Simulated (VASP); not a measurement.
Runs of VASP 6.6.1 on HfB2. The structure is that of space group P6/mmm (No. 191), or close to it. The cells are those of the table. 

```tsv
task	cell	cutoff (eV)	gap on the mesh (eV)	pressure (GPa)
single point	a = 3.062, b = 3.062, c = 3.361 Å, angles 90.0, 90.0, 120.0°, 3 atoms	520	none	20.3
relaxation of cell and atoms	relaxed to 20 GPa from a = 3.140, b = 3.140, c = 3.480 Å, angles 90.0, 90.0, 120.0°, 3 atoms	600	none	20.0
single point	a = 3.092, b = 3.092, c = 3.402 Å, angles 90.0, 90.0, 120.0°, 3 atoms	520	none	10.1
single point	a = 3.011, b = 3.011, c = 3.295 Å, angles 90.0, 90.0, 120.0°, 3 atoms	520	none	(a)
single point	a = 3.035, b = 3.035, c = 3.326 Å, angles 90.0, 90.0, 120.0°, 3 atoms	520	none	(b)
relaxation of cell and atoms	relaxed to 30 GPa from a = 3.140, b = 3.140, c = 3.480 Å, angles 90.0, 90.0, 120.0°, 3 atoms	600	none	30.0
relaxation of cell and atoms	relaxed to 40 GPa from a = 3.140, b = 3.140, c = 3.480 Å, angles 90.0, 90.0, 120.0°, 3 atoms	600	none	40.1
single point	a = 3.127, b = 3.127, c = 3.449 Å, angles 90.0, 90.0, 120.0°, 3 atoms	520	none	-0.1
```

Alike in all rows: level PBEsol; potentials or basis VASP PAW PBE potentials, release 64 (Hf_pv, B); no spin polarisation; k mesh 12 × 12 × 9; smearing fermi-dirac 0.05 eV.

Question: Estimate the missing entries.

Answer: (a) 40.7; (b) 30.5.

Caveats: the PAW data sets were made with another functional, which shifts forces and pressure a little; spin-orbit coupling is left out, which moves the levels of the heavy elements; the cell is relaxed towards a set pressure, so the enthalpy falls and the energy may rise (some runs).

A k mesh can miss the band edges, and the runs leave out spin-orbit coupling on Hf.

A gap of «none» marks levels without a gap at the run's occupations.
